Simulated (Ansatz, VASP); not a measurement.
# One calculation of TaN, two programs

Contents of INCAR:

```
SYSTEM = TaN
ALGO     = Normal         ! electronic algorithm
EDIFF    = 1E-7           ! SCF threshold, eV
ENCUT    = 520            ! plane-wave cutoff, eV
GGA      = PS             ! functional
ISIF     = 2              ! what is computed and relaxed
ISMEAR   = 0              ! smearing method
LASPH    = .True.         ! aspherical terms in the spheres
LCHARG   = .False.        ! write CHGCAR
LREAL    = .False.        ! projectors in reciprocal space
LWAVE    = .False.        ! write WAVECAR
NBANDS   = 15             ! bands
NELM     = 60             ! most SCF steps
PREC     = Accurate       ! precision mode
SIGMA    = 0.15           ! smearing width, eV
```

File KPOINTS:

```
k-points
0
Gamma
  18 18 16
  0 0 0
```

POSCAR

```
TaN
1.0
    2.9971000000      0.0000000000      0.0000000000
   -1.4985500000      2.5955647377      0.0000000000
    0.0000000000      0.0000000000      2.9425000000
Ta N
1 1
Direct
    0.3333333333      0.6666666667      0.5000000000
    0.0000000000      0.0000000000      0.0000000000
```

Input for Ansatz:

```yaml
crystal:
  lattice:
    - [2.9971, 0.0, 0.0]
    - [-1.49855, 2.5955647377, 0.0]
    - [0.0, 0.0, 2.9425]
  atoms:
    - { symbol: Ta, position: [0.3333333333, 0.6666666667, 0.5] }
    - { symbol: "N", position: [0.0, 0.0, 0.0] }
basis:
  ecutwfc: 520.0
kpoints:
  mp_grid: { grid: [18, 18, 16] }
hamiltonian:
  xc: pbesol
scf:
  occupations: { method: gaussian, width: 0.15 }
output:
  forces: true
  stress: true
  eigenvalues: true
```

Alike in both runs: task single point; functional PBEsol; k mesh 18 × 18 × 16; occupations gaussian, width 0.15 eV; no spin polarisation.

|  | VASP | Ansatz |
| --- | --- | --- |
| version | VASP 6.6.1 | Ansatz 0.2.0 |
| potentials or method | VASP PAW PBE potentials, release 64 (Ta_pv, N), cutoff 520 eV | scalar-relativistic, plane waves, PAW |
| valence electrons in the cell | 16 | 18 |

```tsv
	VASP	Ansatz	Ansatz less VASP
gap on the k mesh at the Fermi level (eV)	none	none	-
pressure (GPa)	-22.4	-22.9	-0.53
traceless stress, the component that is largest in VASP (GPa)	-1.66	-1.75	-0.098
```

VASP's potentials were made for PBE, not for PBEsol. A gap of «none» marks a metal or a gap that the smearing closes. VASP's potentials hold 16 valence electrons a cell and Ansatz's 18, so a difference there can come from the potentials and not from the codes.

Neither program's run includes spin-orbit coupling.
